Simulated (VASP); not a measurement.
# Si (Fd-3m) in VASP: notebook

The runs below take Si through single point, relaxation of cell and atoms, with LDA.

Everything below comes from runs of VASP 6.6.1. Logs are shortened: lines on timing, memory, paths and dates and some standing lists are left out, and cuts for length are marked.

## 1. The cell of the first run

It takes space group Fd-3m (No. 227, cubic). Conventional cell: a = 5.402 Å, b = 5.402 Å, c = 5.402 Å, α = 90.00°, β = 90.00°, γ = 90.00°. Within 3.1 Å of Si (site symmetry -43m) lie 4 Si at 2.34 Å.

## 2. Single point, LDA

Contents of INCAR:

```
ALGO = Normal
EDIFF = 1E-6
ENCUT = 520
ISIF = 2
ISMEAR = 0
LASPH = True
LCHARG = False
LREAL = False
LWAVE = False
NBANDS = 11
NELM = 100
PREC = Accurate
SIGMA = 0.02
```

Contents of KPOINTS:

```
k-points
0
Gamma
  18 18 18
```

Contents of POSCAR:

```
Si
1.0
    0.0000000000      2.7011139550      2.7011139550
    2.7011139550      0.0000000000      2.7011139550
    2.7011139550      2.7011139550      0.0000000000
Si
2
Direct
    0.0000000000      0.0000000000      0.0000000000
    0.2500000000      0.2500000000      0.2500000000
```

Potentials or basis: VASP PAW LDA potentials, release 64 (Si).

Started as:

```
cat potpaw_LDA.64/Si/POTCAR > POTCAR
mpirun -np 1 vasp_std > vasp.out
```

OUTCAR:

```text
EDIFF = 1E-6
   ENCUT = 520
   ISIF = 2
   ISMEAR = 0
   LASPH = True
   LREAL = False
   NELM = 100
   PREC = Accurate

 ion  position               nearest neighbor table
   1  0.000  0.000  0.000-   2 2.34   2 2.34   2 2.34   2 2.34
   2  0.250  0.250  0.250-   1 2.34   1 2.34   1 2.34   1 2.34

  LATTYP: Found a face centered cubic cell.
 ALAT       =     5.4022279100

  Lattice vectors:

 A1 = (   0.0000000000,   2.7011139550,   2.7011139550)
 A2 = (   2.7011139550,   0.0000000000,   2.7011139550)
 A3 = (   2.7011139550,   2.7011139550,   0.0000000000)

Analysis of symmetry for initial positions (statically):
=====================================================================
 Subroutine PRICEL returns:
 Original cell was already a primitive cell.

 Routine SETGRP: Setting up the symmetry group for a
 face centered cubic supercell.

 Subroutine GETGRP returns: Found 48 space group operations
 (whereof 24 operations were pure point group operations)
 out of a pool of 48 trial point group operations.

The static configuration has the point symmetry T_d .
 The point group associated with its full space group is O_h .

Analysis of symmetry for dynamics (positions and initial velocities):
=====================================================================
 Subroutine PRICEL returns:
 Original cell was already a primitive cell.

 Routine SETGRP: Setting up the symmetry group for a
 face centered cubic supercell.

 Subroutine GETGRP returns: Found 48 space group operations
 (whereof 24 operations were pure point group operations)
 out of a pool of 48 trial point group operations.

The dynamic configuration has the point symmetry T_d .
 The point group associated with its full space group is O_h .

 Subroutine INISYM returns: Found 48 space group operations
 (whereof 24 operations are pure point group operations),
 and found     1 'primitive' translations

----------------------------------------------------------------------------------------

                                     Primitive cell

  volume of cell :      39.4147

  direct lattice vectors                    reciprocal lattice vectors
     0.000000000  2.701113955  2.701113955    -0.185108814  0.185108814  0.185108814
     2.701113955  0.000000000  2.701113955     0.185108814 -0.185108814  0.185108814
     2.701113955  2.701113955  0.000000000     0.185108814  0.185108814 -0.185108814

  length of vectors
     3.819951989  3.819951989  3.819951989     0.320617870  0.320617870  0.320617870

  position of ions in fractional coordinates (direct lattice)
     0.000000000  0.000000000  0.000000000
     0.250000000  0.250000000  0.250000000

  ion indices of the primitive-cell ions
   primitive index   ion index
                 1           1
                 2           2

----------------------------------------------------------------------------------------

 KPOINTS: k-points

Automatic generation of k-mesh.
 Grid dimensions read from file:
 generate k-points for:   18   18   18

 Generating k-lattice:

  Cartesian coordinates                     Fractional coordinates (reciprocal lattice)
    -0.010283823  0.010283823  0.010283823     0.055555556  0.000000000  0.000000000
     0.010283823 -0.010283823  0.010283823     0.000000000  0.055555556  0.000000000
     0.010283823  0.010283823 -0.010283823     0.000000000  0.000000000  0.055555556

  Length of vectors
     0.017812104  0.017812104  0.017812104

  Shift w.r.t. Gamma in fractional coordinates (k-lattice)
     0.000000000  0.000000000  0.000000000

 Subroutine IBZKPT returns following result:
 ===========================================

 Found    195 irreducible k-points:

 Following reciprocal coordinates:
            Coordinates               Weight
  0.000000  0.000000  0.000000      1.000000
  0.055556  0.000000  0.000000      8.000000
  0.111111  0.000000  0.000000      8.000000
  0.166667  0.000000  0.000000      8.000000
  0.222222  0.000000  0.000000      8.000000
  0.277778  0.000000  0.000000      8.000000
[... 16 lines left out ...]
 -0.277778  0.055556  0.000000     24.000000
 -0.222222  0.055556  0.000000     24.000000
 [... further k-points ...]
   k-points           NKPTS =    195   k-points in BZ     NKDIM =    195   number of bands    NBANDS=     11
   number of dos      NEDOS =    301   number of ions     NIONS =      2
   total plane-waves  NPLWV =  21952
   dimension x,y,z NGX =    28 NGY =   28 NGZ =   28
   dimension x,y,z NGXF=    56 NGYF=   56 NGZF=   56
   ions per type =               2
   NGX,Y,Z   is equivalent  to a cutoff of  12.19, 12.19, 12.19 a.u.
   NGXF,Y,Z  is equivalent  to a cutoff of  24.37, 24.37, 24.37 a.u.
 SYSTEM =  unknown system
   PREC   = accura    normal or accurate (medium, high low for compatibility)
   ISTART =      0    job   : 0-new  1-cont  2-samecut
   ICHARG =      2    charge: 1-file 2-atom 10-const
   ISPIN  =      1    spin polarized calculation?
   LNONCOLLINEAR =      F non collinear calculations
   LSORBIT =      F    spin-orbit coupling
   LASPH  =      T    aspherical Exc in radial PAW
   ENCUT  =  520.0 eV  38.22 Ry    6.18 a.u.   7.10  7.10  7.10*2*pi/ulx,y,z
   NELM   =    100;   NELMIN=  2; NELMDL= -5     # of ELM steps
   EDIFF  = 0.1E-05   stopping-criterion for ELM
   LREAL  =      F    real-space projection
   EDIFFG = 0.1E-04   stopping-criterion for IOM
   NSW    =      0    number of steps for IOM
   IBRION =     -1    ionic relax: 0-MD 1-quasi-New 2-CG
   NFREE  =      0    steps in history (QN), initial steepest desc. (CG)
   ISIF   =      2    stress and relaxation
   ISYM   =      2    0-nonsym 1-usesym 2-fastsym
   POTIM  = 0.5000    time-step for ionic-motion
   TEBEG  =    0.0;   TEEND  =   0.0 temperature during run
   PSTRESS=    0.0 pullay stress
   NELECT =       8.0000    total number of electrons
   NUPDOWN=      -1.0000    fix difference up-down
   EMIN   =  10.00;   EMAX   =-10.00  energy-range for DOS
   EFERMI =   0.00;   METHOD = LEGACY
   ISMEAR =     0;   SIGMA  =   0.02  broadening in eV -4-tet -1-fermi 0-gaus
   EFERMI_NEDOS =   21; number of points for ismear=-14 and -15
   IALGO  =     38    algorithm
   IMIX   =      4    mixing-type and parameters
     AMIX     =   0.40;   BMIX     =  1.00
     AMIX_MAG =   1.60;   BMIX_MAG =  1.00
  volume/ion in A,a.u.               =      19.71       132.99
  Fermi-wavevector in a.u.,A,eV,Ry     =   0.962096  1.818099 12.593954  0.925629
  Thomas-Fermi vector in A             =   2.091526
   LORBIT       =      0    0 simple, 1 ext, 2 COOP (PROOUT), +10 PAW based schemes
   GGA     = CA    functional components
   LHFCALC =     F    Hartree Fock is set to
   AEXX    =    0.0000 exact exchange contribution
   IVDW    =     0    specifies the selected vdW correction
   LEPSILON=     F    determine dielectric tensor
   LRPA    =     F    only Hartree local field effects (RPA)
 non-spin polarized calculation
 Gauss-broadening in eV      SIGMA  =   0.02
  energy-cutoff  :      520.00
  volume of cell :       39.41
 maximum number of plane-waves:      1075
   NGX = 15   NGY = 15   NGZ = 15

 number of electron       8.0000001 magnetization

 Free energy of the ion-electron system (eV)
  ---------------------------------------------------
  ext. energy  EPLUGINS =         0.00000000
  ---------------------------------------------------
  free energy    TOTEN  =       -11.91992028 eV

  energy without entropy =      -11.91992028  energy(sigma->0) =      -11.91992028

 E-fermi :   6.0827     XC(G=0):  -9.6652

 val. band max:        5.9313801370   @ k =   0.0000   0.0000   0.0000
 cond. band min:       6.3827702226   @ k =   0.4444   0.4444   0.0000
 fundamental gap:      0.4513900856
 Fermi energy:         6.0826546333

 k-point     1 :       0.0000    0.0000    0.0000
  band No.  band energies     occupation
      1      -6.1340      2.00000
      2       5.9314      2.00000
      3       5.9314      2.00000
      4       5.9314      2.00000
      5       8.4624      0.00000
      6       8.4624      0.00000
      7       8.4624      0.00000
      8       9.3219      0.00000
      9      13.6675      0.00000
     10      13.6675      0.00000
     11      13.6765      0.00000

 k-point     2 :       0.0556    0.0000    0.0000
  band No.  band energies     occupation
      1      -6.0930      2.00000
      2       5.4943      2.00000
      3       5.8623      2.00000
      4       5.8623      2.00000
      5       8.5261      0.00000
      6       8.5633      0.00000
      7       8.5633      0.00000
      8       9.6178      0.00000
      9      13.5245      0.00000
     10      13.5245      0.00000
     11      13.8603      0.00000

 k-point     3 :       0.1111    0.0000    0.0000
  band No.  band energies     occupation
      1      -5.9703      2.00000
      2       4.5716      2.00000
      3       5.6894      2.00000
      4       5.6894      2.00000
      5       8.4433      0.00000
      6       8.8175      0.00000
      7       8.8175      0.00000
      8      10.4176      0.00000
      9      13.2283      0.00000
     10      13.2283      0.00000
     11      14.3464      0.00000
[... 267 lines left out ...]
 k-point    23 :      -0.2778    0.0556    0.0000
  band No.  band energies     occupation
      1      -4.9749      2.00000
      2       1.1561      2.00000
      3       4.5346      2.00000
      4       5.1547      2.00000
      5       8.0228      0.00000
      6       9.3431      0.00000
      7       9.5776      0.00000
      8      12.8758      0.00000
      9      12.9425      0.00000
     10      14.6198      0.00000
     11      14.9253      0.00000

 k-point    24 :      -0.2222    0.0556    0.0000
  band No.  band energies     occupation
      1      -5.3440      2.00000
      2       2.1325      2.00000
      3       4.6942      2.00000
      4       5.3644      2.00000
      5       8.2098      0.00000
      6       9.2477      0.00000
      7       9.5721      0.00000
      8      12.2719      0.00000
      9      12.5714      0.00000
     10      13.9539      0.00000
     11      15.0393      0.00000

 [... further k-points ...]

------------------------ aborting loop because EDIFF is reached ----------------------------------------

  FORCE on cell =-STRESS in cart. coord.  units (eV):
  Direction    XX          YY          ZZ          XY          YZ          ZX
  --------------------------------------------------------------------------------------
  -------------------------------------------------------------------------------------
  Total        0.0079553      0.0079553      0.0079553      0.0000000      0.0000000     -0.0000000
  in kB        0.3233760      0.3233760      0.3233760      0.0000000      0.0000000     -0.0000000
  external PRESSURE =       0.3233760 kB  Pullay stress =       0.0000000 kB

 VOLUME and BASIS-vectors are now :
 -----------------------------------------------------------------------------
  energy-cutoff  :      520.00
  volume of cell :       39.41
      direct lattice vectors                 reciprocal lattice vectors
     0.000000000  2.701113955  2.701113955    -0.185108814  0.185108814  0.185108814
     2.701113955  0.000000000  2.701113955     0.185108814 -0.185108814  0.185108814
     2.701113955  2.701113955  0.000000000     0.185108814  0.185108814 -0.185108814

 POSITION                                       TOTAL-FORCE (eV/Angst)
 -----------------------------------------------------------------------------------
      0.00000      0.00000      0.00000         0.000000     -0.000000      0.000000
      1.35056      1.35056      1.35056        -0.000000      0.000000     -0.000000
 -----------------------------------------------------------------------------------
    total drift:                                0.000000      0.000000     -0.000000

  FREE ENERGIE OF THE ION-ELECTRON SYSTEM (eV)
  ---------------------------------------------------
  free  energy   TOTEN  =       -11.9199202771 eV

  energy  without entropy=      -11.9199202771  energy(sigma->0) =      -11.91992028
```

Wall time 32 s (1 thread of Intel Xeon Platinum 8488C (Sapphire Rapids), shared host); peak memory 0.18 GiB.

What came out:

```
Free energy            : -11.9199 eV
Pressure               : 0.0 GPa
Band gap on the k mesh : 0.45 eV, indirect (least direct gap 2.53 eV)
```

Levels at points of the mesh, in eV from the valence-band top:
```tsv
k point	band 1	band 2	band 3	band 4	band 5	band 6	band 7	band 8
(0.00, 0.00, 0.00)	-12.07	0.00	0.00	0.00	2.53	2.53	2.53	3.39
(0.50, 0.00, 0.00)	-9.69	-7.06	-1.21	-1.21	1.49	3.29	3.29	7.54
(0.50, 0.50, 0.00)	-7.86	-7.86	-2.89	-2.89	0.57	0.57	10.11	10.11
```

## 3. Relaxation of cell and atoms, LDA

This run uses another cell than the first one, of 20.35 Å³/atom, 1.032 times its volume.

Contents of INCAR:

```
SYSTEM = Si
PREC     = Accurate       ! precision mode
ENCUT    = 600            ! plane-wave cutoff, eV
EDIFF    = 1E-6           ! SCF threshold, eV
ISMEAR   = 0              ! smearing method
SIGMA    = 0.02           ! smearing width, eV
LREAL    = .FALSE.        ! projectors in reciprocal space
LASPH    = .TRUE.         ! aspherical terms in the spheres
NELM     = 80             ! most SCF steps
ALGO     = Normal         ! electronic algorithm
ISIF     = 3              ! what is computed and relaxed
LWAVE    = .FALSE.        ! write WAVECAR
LCHARG   = .FALSE.        ! write CHGCAR
GGA      = CA             ! functional
IBRION   = 2              ! ionic algorithm
NSW      = 80             ! ionic steps
EDIFFG   = -0.005         ! ionic threshold
```

Contents of KPOINTS:

```
regular mesh
0
G
  18 18 18
  0 0 0
```

Contents of POSCAR:

```
Si
1.0
    0.0000000000      2.7300000000      2.7300000000
    2.7300000000      0.0000000000      2.7300000000
    2.7300000000      2.7300000000      0.0000000000
Si
2
Direct
    0.0000000000      0.0000000000      0.0000000000
    0.2500000000      0.2500000000      0.2500000000
```

Potentials or basis: VASP PAW LDA potentials, release 64 (Si).

Started as:

```
cat potpaw_LDA.64/Si/POTCAR > POTCAR
mpirun -np 1 vasp_std > vasp.out
```

OUTCAR:

```text
SYSTEM = Si
   PREC = Accurate
   ENCUT = 600
   EDIFF = 1E-6
   ISMEAR = 0
   LREAL = .FALSE.
   LASPH = .TRUE.
   NELM = 80
   ISIF = 3
   GGA = CA
   IBRION = 2
   NSW = 80
   EDIFFG = -0.005

 ion  position               nearest neighbor table
   1  0.000  0.000  0.000-   2 2.36   2 2.36   2 2.36   2 2.36
   2  0.250  0.250  0.250-   1 2.36   1 2.36   1 2.36   1 2.36

  LATTYP: Found a face centered cubic cell.
 ALAT       =     5.4600000000

  Lattice vectors:

 A1 = (   0.0000000000,   2.7300000000,   2.7300000000)
 A2 = (   2.7300000000,   0.0000000000,   2.7300000000)
 A3 = (   2.7300000000,   2.7300000000,   0.0000000000)

Analysis of symmetry for initial positions (statically):
=====================================================================
 Subroutine PRICEL returns:
 Original cell was already a primitive cell.

 Routine SETGRP: Setting up the symmetry group for a
 face centered cubic supercell.

 Subroutine GETGRP returns: Found 48 space group operations
 (whereof 24 operations were pure point group operations)
 out of a pool of 48 trial point group operations.

The static configuration has the point symmetry T_d .
 The point group associated with its full space group is O_h .
[... 171 lines left out ...]
  Total       -0.7225576     -0.7225576     -0.7225576      0.0000000      0.0000000      0.0000000
  in kB      -28.4488763    -28.4488763    -28.4488763      0.0000000      0.0000000      0.0000000
  external PRESSURE =     -28.4488763 kB  Pullay stress =       0.0000000 kB
[... 59 lines left out ...]
--------------------------------------- Ionic step        3  -------------------------------------------

 number of electron       7.9999999 magnetization

 Free energy of the ion-electron system (eV)
  ---------------------------------------------------
  ext. energy  EPLUGINS =         0.00000000
  ---------------------------------------------------
  free energy    TOTEN  =       -11.92017490 eV

  energy without entropy =      -11.92017490  energy(sigma->0) =      -11.92017490

 E-fermi :   6.0119     XC(G=0):  -9.6634

 val. band max:        5.9264745946   @ k =   0.0000   0.0000   0.0000
 cond. band min:       6.3787538293   @ k =   0.4444   0.4444   0.0000
 fundamental gap:      0.4522792347
 Fermi energy:         6.0119017188

 k-point     1 :       0.0000    0.0000    0.0000
  band No.  band energies     occupation
      1      -6.1356      2.00000
      2       5.9265      2.00000
      3       5.9265      2.00000
      4       5.9265      2.00000
      5       8.4573      0.00000
      6       8.4573      0.00000
      7       8.4573      0.00000
      8       9.3116      0.00000
[... 243 lines left out ...]
 k-point    24 :      -0.2222    0.0556    0.0000
  band No.  band energies     occupation
      1      -5.3459      2.00000
      2       2.1284      2.00000
      3       4.6898      2.00000
      4       5.3596      2.00000
      5       8.2033      0.00000
      6       9.2425      0.00000
      7       9.5667      0.00000
      8      12.2645      0.00000

 [... further k-points ...]

------------------------ aborting loop because EDIFF is reached ----------------------------------------

  FORCE on cell =-STRESS in cart. coord.  units (eV):
  Direction    XX          YY          ZZ          XY          YZ          ZX
  --------------------------------------------------------------------------------------
  -------------------------------------------------------------------------------------
  Total       -0.0011033     -0.0011033     -0.0011033      0.0000000      0.0000000      0.0000000
  in kB       -0.0448261     -0.0448261     -0.0448261      0.0000000      0.0000000      0.0000000
  external PRESSURE =      -0.0448261 kB  Pullay stress =       0.0000000 kB
[... 17 lines left out ...]
  FREE ENERGIE OF THE ION-ELECTRON SYSTEM (eV)
  ---------------------------------------------------
  free  energy   TOTEN  =       -11.9201749015 eV

  energy  without entropy=      -11.9201749015  energy(sigma->0) =      -11.92017490

 reached required accuracy - stopping structural energy minimisation
```

CONTCAR:

```text
Si
   1.00000000000000
    -0.0000000000000000    2.7015349937066597    2.7015349937066597
     2.7015349937066597    0.0000000000000000    2.7015349937066597
     2.7015349937066597    2.7015349937066597    0.0000000000000000
  Si
     2
Direct
     0.0000000000000000    0.0000000000000000    0.0000000000000000
     0.2500000000000000    0.2500000000000000    0.2500000000000000

  0.00000000E+00  0.00000000E+00  0.00000000E+00
  0.00000000E+00  0.00000000E+00  0.00000000E+00
```

It took 61 s on 1 thread of Intel Xeon Platinum 8488C (Sapphire Rapids), shared host; peak memory 0.19 GiB.

Results:

```
Free energy                            : -11.9202 eV
Relaxed volume                         : 19.72 Å³/atom
Relaxed cell                           : a = 3.821 Å, b = 3.821 Å, c = 3.821 Å, α = 60.00°, β = 60.00°, γ = 60.00°
Space group after relaxing (to 0.05 Å) : Fd-3m (No. 227)
Energy gained by relaxing              : 5.8 meV/atom
Ionic steps                            : 3
Pressure after relaxing                : 0.0 GPa
Band gap on the k mesh                 : 0.45 eV, indirect (least direct gap 2.53 eV)
```

Step by step:
```tsv
step	energy change (eV)	largest force (eV/Å)	pressure (GPa)	volume (Å³)
1	0.0000	0.0000	-2.84	40.69
2	-0.0061	0.0000	2.15	38.60
3	-0.0115	0.0000	0.00	39.43
```

Final structure:
```xyz
2
Lattice="0.0000 2.7015 2.7015 2.7015 0.0000 2.7015 2.7015 2.7015 0.0000" Properties=species:S:1:pos:R:3 pbc="T T T"
Si    0.0000    0.0000    0.0000
Si    1.3508    1.3508    1.3508
```
